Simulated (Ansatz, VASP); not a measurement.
**One calculation of RuS2, two programs**

```xyz
12
Lattice="5.6106 0.0000 0.0000 0.0000 5.6106 0.0000 0.0000 0.0000 5.6106" Properties=species:S:1:pos:R:3 pbc="T T T"
Ru    0.0000    2.8053    2.8053
Ru    2.8053    2.8053    0.0000
Ru    2.8053    0.0000    2.8053
Ru    0.0000    0.0000    0.0000
S     2.1787    0.6266    4.9840
S     0.6266    4.9840    2.1787
S     4.9840    2.1787    0.6266
S     3.4319    3.4319    3.4319
S     3.4319    4.9840    0.6266
S     4.9840    0.6266    3.4319
S     0.6266    3.4319    4.9840
S     2.1787    2.1787    2.1787
```

Alike in both runs: task relaxation of cell and atoms; functional PBEsol; k mesh 5 × 5 × 5; occupations fermi-dirac, width 0.05 eV; no spin polarisation.

|  | VASP | Ansatz |
| --- | --- | --- |
| version | VASP 6.6.1 | Ansatz 0.2.0 |
| potentials or method | VASP PAW PBE potentials, release 64 (Ru_pv, S) | Ansatz PAW |
| plane-wave cutoff (eV) | 600 | 420 |
| valence electrons in the cell | 104 | 112 |

|  | VASP | Ansatz | Ansatz less VASP |
| --- | --- | --- | --- |
| gap on the k mesh at the Fermi level, each at its own relaxed structure (eV) | 0.50 | 0.49 | -0.018 |
| relaxed volume (Å³/atom) | 14.48 | 14.48 | -0.001 |
| relaxed cell length with the largest relative difference (Å) | 5.580 | 5.580 | -0.0001 |

VASP's potentials were made for PBE, not for PBEsol. VASP's potentials hold 104 valence electrons a cell and Ansatz's 112, so a difference there can come from the potentials and not from the codes.

Noted on Ansatz's run: odd divisions of the mesh miss points on the zone boundary, where band edges often lie, so the gap on the mesh can be too wide; the plane-wave basis is chosen anew once the cell has moved, so the energies of steps on either side of that aren't comparable.
